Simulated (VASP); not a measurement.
# Cd3TeSe2 (P6_3mc) in VASP: single point with PBE

Aim: the single point of Cd3TeSe2 with PBE.

All numbers are computed with VASP 6.6.1; they aren't measurements. Logs are shortened: lines on timing, memory, paths and dates and some standing lists are left out, and cuts for length are marked.

**1. The cell of the first run**

It takes space group P6_3mc (No. 186, hexagonal). Conventional cell: a = 4.482 Å, b = 4.482 Å, c = 21.979 Å, α = 90.00°, β = 90.00°, γ = 120.00°. Within 3.5 Å of Cd (site symmetry 3m) lie 1 Se at 2.68 Å and 3 Te at 2.81 Å. Within 3.6 Å of Cd (site symmetry 3m) lie 3 Se at 2.72 Å and 1 Te at 2.87 Å. Cd (site symmetry 3m) has 4 Se at 2.69 to 2.72 Å within 3.5 Å. Te (site symmetry 3m) has 4 Cd at 2.81 to 2.87 Å within 3.7 Å. Se (site symmetry 3m) has 4 Cd at 2.68 to 2.72 Å within 3.5 Å. Within 3.5 Å of Se (site symmetry 3m) lie 4 Cd at 2.69 to 2.72 Å.

**2. Single point, PBE**

INCAR

```
  PREC = Accurate
  ENCUT = 520
  EDIFF = 1E-7
  ISMEAR = 0
  SIGMA = 0.01
  LREAL = False
  LASPH = True
  NELM = 60
  ALGO = Normal
  ISIF = 2
  LWAVE = False
  LCHARG = True
  GGA = PE
  LELF = True
  LVHAR = True
  NBANDS = 66
```

KPOINTS

```
regular mesh
0
Gamma
  12 12 2
```

POSCAR

```
Cd3TeSe2
1.0
    4.4815181950      0.0000000000      0.0000000000
   -2.2407590975      3.8811086044      0.0000000000
    0.0000000000      0.0000000000     21.9785877000
Cd Te Se
6 2 4
Direct
    0.3333333333      0.6666666667      0.0070220000
    0.3333333333      0.6666666667      0.3265620000
    0.3333333333      0.6666666667      0.6664970000
    0.6666666667      0.3333333333      0.1664970000
    0.6666666667      0.3333333333      0.5070220000
    0.6666666667      0.3333333333      0.8265620000
    0.3333333333      0.6666666667      0.4569850000
    0.6666666667      0.3333333333      0.9569850000
    0.3333333333      0.6666666667      0.1290000000
    0.3333333333      0.6666666667      0.7889350000
    0.6666666667      0.3333333333      0.2889350000
    0.6666666667      0.3333333333      0.6290000000
```

Potentials or basis: VASP PAW PBE potentials, release 64 (Cd, Te, Se).

On the command line:

```sh
cat potpaw_PBE.64/Cd/POTCAR potpaw_PBE.64/Te/POTCAR potpaw_PBE.64/Se/POTCAR > POTCAR
mpirun -np 1 vasp_std > vasp.out
```

OUTCAR:

```text
PREC = Accurate
   ENCUT = 520
   EDIFF = 1E-7
   ISMEAR = 0
   LREAL = False
   LASPH = True
   NELM = 60
   ISIF = 2
   GGA = PE

 ion  position               nearest neighbor table
   1  0.333  0.667  0.007-   9 2.68   8 2.81   8 2.81   8 2.81
   2  0.333  0.667  0.327-  11 2.72  11 2.72  11 2.72   7 2.87
   3  0.333  0.667  0.666-  10 2.69  12 2.72  12 2.72  12 2.72
   4  0.667  0.333  0.166-  11 2.69   9 2.72   9 2.72   9 2.72
   5  0.667  0.333  0.507-  12 2.68   7 2.81   7 2.81   7 2.81
   6  0.667  0.333  0.827-  10 2.72  10 2.72  10 2.72   8 2.87
   7  0.333  0.667  0.457-   5 2.81   5 2.81   5 2.81   2 2.87
   8  0.667  0.333  0.957-   1 2.81   1 2.81   1 2.81   6 2.87
   9  0.333  0.667  0.129-   1 2.68   4 2.72   4 2.72   4 2.72
  10  0.333  0.667  0.789-   3 2.69   6 2.72   6 2.72   6 2.72
  11  0.667  0.333  0.289-   4 2.69   2 2.72   2 2.72   2 2.72
  12  0.667  0.333  0.629-   5 2.68   3 2.72   3 2.72   3 2.72

  LATTYP: Found a hexagonal cell.
 ALAT       =     4.4815181950
 C/A-ratio  =     4.9042727807

  Lattice vectors:

 A1 = (   4.4815181950,   0.0000000000,   0.0000000000)
 A2 = (  -2.2407590975,   3.8811086044,   0.0000000000)
 A3 = (   0.0000000000,   0.0000000000,  21.9785877000)

Analysis of symmetry for initial positions (statically):
=====================================================================
 Subroutine PRICEL returns:
 Original cell was already a primitive cell.

 Routine SETGRP: Setting up the symmetry group for a
 hexagonal supercell.

 Subroutine GETGRP returns: Found 12 space group operations
 (whereof  6 operations were pure point group operations)
 out of a pool of 24 trial point group operations.

The static configuration has the point symmetry C_3v.
 The point group associated with its full space group is C_6v.

Analysis of symmetry for dynamics (positions and initial velocities):
=====================================================================
 Subroutine PRICEL returns:
 Original cell was already a primitive cell.

 Routine SETGRP: Setting up the symmetry group for a
 hexagonal supercell.

 Subroutine GETGRP returns: Found 12 space group operations
 (whereof  6 operations were pure point group operations)
 out of a pool of 24 trial point group operations.

The dynamic configuration has the point symmetry C_3v.
 The point group associated with its full space group is C_6v.

 Subroutine INISYM returns: Found 12 space group operations
 (whereof  6 operations are pure point group operations),
 and found     1 'primitive' translations

----------------------------------------------------------------------------------------

                                     Primitive cell

  volume of cell :     382.2793

  direct lattice vectors                    reciprocal lattice vectors
     4.481518195  0.000000000  0.000000000     0.223138668  0.128829170  0.000000000
    -2.240759097  3.881108604  0.000000000     0.000000000  0.257658340  0.000000000
     0.000000000  0.000000000 21.978587700     0.000000000  0.000000000  0.045498829

  length of vectors
     4.481518195  4.481518195 21.978587700     0.257658340  0.257658340  0.045498829

  position of ions in fractional coordinates (direct lattice)
     0.333333333  0.666666667  0.007022000
     0.333333333  0.666666667  0.326562000
     0.333333333  0.666666667  0.666497000
     0.666666667  0.333333333  0.166497000
     0.666666667  0.333333333  0.507022000
     0.666666667  0.333333333  0.826562000
     0.333333333  0.666666667  0.456985000
     0.666666667  0.333333333  0.956985000
     0.333333333  0.666666667  0.129000000
     0.333333333  0.666666667  0.788935000
     0.666666667  0.333333333  0.288935000
     0.666666667  0.333333333  0.629000000

  ion indices of the primitive-cell ions
   primitive index   ion index
                 1           1
                 2           2
                 3           3
                 4           4
                 5           5
                 6           6
                 7           7
                 8           8
                 9           9
                10          10
                11          11
                12          12

----------------------------------------------------------------------------------------

 KPOINTS: regular mesh

Automatic generation of k-mesh.
 Grid dimensions read from file:
 generate k-points for:   12   12    2

 Generating k-lattice:

  Cartesian coordinates                     Fractional coordinates (reciprocal lattice)
     0.018594889  0.010735764  0.000000000     0.083333333  0.000000000  0.000000000
     0.000000000  0.021471528  0.000000000     0.000000000  0.083333333  0.000000000
     0.000000000  0.000000000  0.022749414     0.000000000  0.000000000  0.500000000

  Length of vectors
     0.021471528  0.021471528  0.022749414

  Shift w.r.t. Gamma in fractional coordinates (k-lattice)
     0.000000000  0.000000000  0.000000000

 Subroutine IBZKPT returns following result:
 ===========================================

 Found     38 irreducible k-points:

 Following reciprocal coordinates:
            Coordinates               Weight
  0.000000  0.000000  0.000000      1.000000
  0.083333  0.000000  0.000000      6.000000
  0.166667  0.000000  0.000000      6.000000
  0.250000  0.000000  0.000000      6.000000
  0.333333  0.000000  0.000000      6.000000
  0.416667  0.000000  0.000000      6.000000
[... 16 lines left out ...]
  0.250000  0.000000  0.500000      6.000000
  0.333333  0.000000  0.500000      6.000000
 [... further k-points ...]
   k-points           NKPTS =     38   k-points in BZ     NKDIM =     38   number of bands    NBANDS=     66
   number of dos      NEDOS =    301   number of ions     NIONS =     12
   total plane-waves  NPLWV = 217728
   dimension x,y,z NGX =    36 NGY =   36 NGZ =  168
   dimension x,y,z NGXF=    72 NGYF=   72 NGZF=  336
   ions per type =               6   2   4
   NGX,Y,Z   is equivalent  to a cutoff of  13.35, 13.35, 12.71 a.u.
   NGXF,Y,Z  is equivalent  to a cutoff of  26.71, 26.71, 25.42 a.u.
 SYSTEM =  unknown system
   PREC   = accura    normal or accurate (medium, high low for compatibility)
   ISTART =      0    job   : 0-new  1-cont  2-samecut
   ICHARG =      2    charge: 1-file 2-atom 10-const
   ISPIN  =      1    spin polarized calculation?
   LNONCOLLINEAR =      F non collinear calculations
   LSORBIT =      F    spin-orbit coupling
   LASPH  =      T    aspherical Exc in radial PAW
   ENCUT  =  520.0 eV  38.22 Ry    6.18 a.u.   8.33  8.33 40.87*2*pi/ulx,y,z
   NELM   =     60;   NELMIN=  2; NELMDL= -5     # of ELM steps
   EDIFF  = 0.1E-06   stopping-criterion for ELM
   LREAL  =      F    real-space projection
   EDIFFG = 0.1E-05   stopping-criterion for IOM
   NSW    =      0    number of steps for IOM
   IBRION =     -1    ionic relax: 0-MD 1-quasi-New 2-CG
   NFREE  =      0    steps in history (QN), initial steepest desc. (CG)
   ISIF   =      2    stress and relaxation
   ISYM   =      2    0-nonsym 1-usesym 2-fastsym
   POTIM  = 0.5000    time-step for ionic-motion
   TEBEG  =    0.0;   TEEND  =   0.0 temperature during run
   PSTRESS=    0.0 pullay stress
   NELECT =     108.0000    total number of electrons
   NUPDOWN=      -1.0000    fix difference up-down
   EMIN   =  10.00;   EMAX   =-10.00  energy-range for DOS
   EFERMI =   0.00;   METHOD = LEGACY
   ISMEAR =     0;   SIGMA  =   0.01  broadening in eV -4-tet -1-fermi 0-gaus
   EFERMI_NEDOS =   21; number of points for ismear=-14 and -15
   IALGO  =     38    algorithm
   IMIX   =      4    mixing-type and parameters
     AMIX     =   0.40;   BMIX     =  1.00
     AMIX_MAG =   1.60;   BMIX_MAG =  1.00
  volume/ion in A,a.u.               =      31.86       214.98
  Fermi-wavevector in a.u.,A,eV,Ry     =   1.074210  2.029962 15.700130  1.153927
  Thomas-Fermi vector in A             =   2.210032
   LORBIT       =      0    0 simple, 1 ext, 2 COOP (PROOUT), +10 PAW based schemes
   GGA     = PE    functional components
   LHFCALC =     F    Hartree Fock is set to
   AEXX    =    0.0000 exact exchange contribution
   IVDW    =     0    specifies the selected vdW correction
   LEPSILON=     F    determine dielectric tensor
   LRPA    =     F    only Hartree local field effects (RPA)
 non-spin polarized calculation
 Gauss-broadening in eV      SIGMA  =   0.01
  energy-cutoff  :      520.00
  volume of cell :      382.28
 maximum number of plane-waves:     10341
 NGX is ok and might be reduce to    36
   NGX = 17   NGY = 17   NGZ = 81

 number of electron     107.9999978 magnetization

 Free energy of the ion-electron system (eV)
  ---------------------------------------------------
  ext. energy  EPLUGINS =         0.00000000
  ---------------------------------------------------
  free energy    TOTEN  =       -31.42458237 eV

  energy without entropy =      -31.42458237  energy(sigma->0) =      -31.42458237

 E-fermi :   1.3940     XC(G=0):  -8.5176

 val. band max:        1.3191150340   @ k =   0.0000   0.0000   0.0000
 cond. band min:       1.4360427722   @ k =   0.0000   0.0000   0.0000
 fundamental gap:      0.1169277382
 Fermi energy:         1.3940225634

 k-point     1 :       0.0000    0.0000    0.0000
  band No.  band energies     occupation
      1     -11.3081      2.00000
      2     -11.3011      2.00000
      3     -11.1411      2.00000
      4     -11.1331      2.00000
      5      -9.4890      2.00000
      6      -9.4885      2.00000
[... 58 lines left out ...]
     65       6.5164      0.00000
     66       6.5326      0.00000

 k-point     2 :       0.0833    0.0000    0.0000
  band No.  band energies     occupation
      1     -11.2929      2.00000
      2     -11.2862      2.00000
      3     -11.1308      2.00000
      4     -11.1232      2.00000
      5      -9.4702      2.00000
      6      -9.4696      2.00000
[... 1576 lines left out ...]
     65       6.1431      0.00000
     66       6.1431      0.00000

 [... further k-points ...]

------------------------ aborting loop because EDIFF is reached ----------------------------------------

  FORCE on cell =-STRESS in cart. coord.  units (eV):
  Direction    XX          YY          ZZ          XY          YZ          ZX
  --------------------------------------------------------------------------------------
  -------------------------------------------------------------------------------------
  Total        0.4279032      0.4279032      0.4640864      0.0000000      0.0000000      0.0000000
  in kB        1.7933926      1.7933926      1.9450405      0.0000000      0.0000000      0.0000000
  external PRESSURE =       1.8439419 kB  Pullay stress =       0.0000000 kB

 VOLUME and BASIS-vectors are now :
 -----------------------------------------------------------------------------
  energy-cutoff  :      520.00
  volume of cell :      382.28
      direct lattice vectors                 reciprocal lattice vectors
     4.481518195  0.000000000  0.000000000     0.223138668  0.128829170  0.000000000
    -2.240759097  3.881108604  0.000000000     0.000000000  0.257658340  0.000000000
     0.000000000  0.000000000 21.978587700     0.000000000  0.000000000  0.045498829

 POSITION                                       TOTAL-FORCE (eV/Angst)
 -----------------------------------------------------------------------------------
     -0.00000      2.58741      0.15433         0.000000      0.000000     -0.010654
     -0.00000      2.58741      7.17737         0.000000      0.000000      0.008542
     -0.00000      2.58741     14.64866         0.000000      0.000000     -0.003800
      2.24076      1.29370      3.65937        -0.000000      0.000000     -0.003800
      2.24076      1.29370     11.14363         0.000000      0.000000     -0.010654
      2.24076      1.29370     18.16667        -0.000000     -0.000000      0.008542
     -0.00000      2.58741     10.04388         0.000000      0.000000     -0.002083
      2.24076      1.29370     21.03318        -0.000000      0.000000     -0.002083
     -0.00000      2.58741      2.83524         0.000000      0.000000      0.005337
     -0.00000      2.58741     17.33968         0.000000     -0.000000      0.002657
      2.24076      1.29370      6.35038         0.000000      0.000000      0.002657
      2.24076      1.29370     13.82453        -0.000000      0.000000      0.005337
 -----------------------------------------------------------------------------------
    total drift:                               -0.000000     -0.000001      0.000299

  FREE ENERGIE OF THE ION-ELECTRON SYSTEM (eV)
  ---------------------------------------------------
  free  energy   TOTEN  =       -31.4245823730 eV

  energy  without entropy=      -31.4245823730  energy(sigma->0) =      -31.42458237
```

Wall time 38 min (1 thread of Oxide Virtual Turin-like, shared host); peak memory 0.99 GiB.

What came out:

```yaml
Free_energy: -31.4246 eV
Pressure: 0.2 GPa
Largest_force: 0.011 eV/Å
Band_gap_on_the_k_mesh: 0.12 eV
```

Forces in eV/Å, atoms in the order of the input:
```
Cd   0.000  0.000 -0.011
Cd   0.000  0.000  0.009
Cd   0.000  0.000 -0.004
Cd   0.000  0.000 -0.004
Cd   0.000  0.000 -0.011
Cd   0.000  0.000  0.009
Te   0.000  0.000 -0.002
Te   0.000  0.000 -0.002
Se   0.000  0.000  0.005
Se   0.000  0.000  0.003
Se   0.000  0.000  0.003
Se   0.000  0.000  0.005
```

Caveat: spin-orbit coupling is left out, which moves the levels of the heavy elements.
